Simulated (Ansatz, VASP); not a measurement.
# Al2Ni in VASP and in Ansatz

```xyz
3
Lattice="2.8191 0.0000 0.0000 -1.4095 2.4414 0.0000 0.0000 0.0000 6.0438" Properties=species:S:1:pos:R:3 pbc="T T T"
Al    0.0000    1.6276    4.1678
Al    1.4095    0.8138    1.8761
Ni    0.0000    0.0000    0.0000
```

Alike in both runs: task relaxation of cell and atoms; functional PBE; k mesh 18 × 18 × 8; occupations gaussian, width 0.1 eV; no spin polarisation.

```csv
,VASP,Ansatz
version,VASP 6.6.1,Ansatz 0.2.0
potentials or method,"VASP PAW PBE potentials, release 64 (Al, Ni), cutoff 600 eV","scalar-relativistic, plane waves, PAW"
valence electrons in the cell,16,24
```

```csv
,VASP,Ansatz,Ansatz less VASP
"gap on the k mesh at the Fermi level, each at its own relaxed structure (eV)",none,none,-
relaxed volume (Å³/atom),13.87,13.89,+0.014
relaxed cell length with the largest relative difference (Å),2.808,2.809,+0.0012
```

A gap of «none» marks a metal or a gap that the smearing closes. VASP's potentials hold 16 valence electrons a cell and Ansatz's 24, so a difference there can come from the potentials and not from the codes.
